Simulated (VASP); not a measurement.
Y, 1 atom in the cell. The structure is cubic, space group Fm-3m (No. 225). Conventional cell: a = 4.813 Å, b = 4.813 Å, c = 4.813 Å, α = 90.00°, β = 90.00°, γ = 90.00°. Y (site symmetry m-3m) has 12 Y at 3.40 Å within 4.5 Å.  This cell differs from its parent crystal: volume scaled by 0.9.

| Quantity | Value |
| --- | --- |
| Program | VASP 6.6.1 |
| Task | single point |
| Functional | PBEsol |
| Potentials or basis | VASP PAW PBE potentials, release 64 (Y_sv) |
| Cutoff | 520 eV |
| k mesh | 13 × 13 × 13 |
| Occupations | fermi-dirac, width 0.1 eV |
| Spin | no spin polarisation |
| Dipole correction | no |
| Further INCAR settings | ALGO = Normal; EDIFF = 1e-06; NBANDS = 12 |

Potentials or basis: VASP PAW PBE potentials, release 64 (Y_sv).

The run is started by

```bash
$ cat potpaw_PBE.64/Y_sv/POTCAR > POTCAR
$ mpirun -np 1 vasp_std > vasp.out
```

Hardware: 1 thread of Intel(R) Xeon(R) 6975P-C (Granite Rapids) (shared host).

Estimate the wall time of this run.

It took 17 s on 1 thread of Intel(R) Xeon(R) 6975P-C (Granite Rapids) (shared host), peak memory 0.19 GiB. Counts: scf iterations 12, k points 84.
